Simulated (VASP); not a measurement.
Wanted: the native input for a VASP 6.6.1 run.

```yaml
Task: single point
Functional: PBE
Potentials_or_basis: VASP PAW PBE potentials, release 64 (Sr_sv, Ti_sv, O)
Cutoff: 520 eV
k_mesh: 7 × 7 × 7
Occupations: fermi-dirac, width 0.05 eV
Spin: no spin polarisation
Dipole_correction: no
Further_INCAR_settings: ALGO = Normal; EDIFF = 1e-06; NBANDS = 28
```

The structure of SrTiO3 lies in POSCAR:

```
SrTiO3
1.0
    3.9050000000      0.0390500000      0.0390500000
    0.0390500000      3.9050000000      0.0390500000
    0.0390500000      0.0390500000      3.9050000000
Sr Ti O
1 1 3
Direct
    0.0000000000      0.0000000000      0.0000000000
    0.5000000000      0.5000000000      0.5000000000
    0.0000000000      0.5000000000      0.5000000000
    0.5000000000      0.0000000000      0.5000000000
    0.5000000000      0.5000000000      0.0000000000
```

This cell differs from its parent crystal: equal xy, yz and zx shear strains of +2 %.

The input as run:

INCAR

```
PREC = Accurate
ENCUT = 520
EDIFF = 1E-6
ISMEAR = -1
SIGMA = 0.05
LREAL = False
LASPH = True
NELM = 60
ALGO = Normal
ISIF = 2
LWAVE = False
LCHARG = False
GGA = PE
NBANDS = 28
```

KPOINTS

```
Automatic mesh
0
Gamma
  7 7 7
```

Potentials or basis: VASP PAW PBE potentials, release 64 (Sr_sv, Ti_sv, O).

The run is started by

```bash
$ cat potpaw_PBE.64/Sr_sv/POTCAR potpaw_PBE.64/Ti_sv/POTCAR potpaw_PBE.64/O/POTCAR > POTCAR
$ mpirun -np 1 vasp_std > vasp.out
```

Results of the run:

```yaml
Pressure: 5.1 GPa
Band_gap_on_the_k_mesh: 1.87 eV (least direct gap 2.11 eV)
```

Caveat: the cell differs from its parent crystal (equal xy, yz and zx shear strains of +2 %); the cell stands under pressure; an odd mesh through Γ misses points on the zone boundary, where band edges can lie.

Wall time 110 s on 1 thread of Intel Xeon 8259CL, with other jobs on the host, peak memory 0.22 GiB.
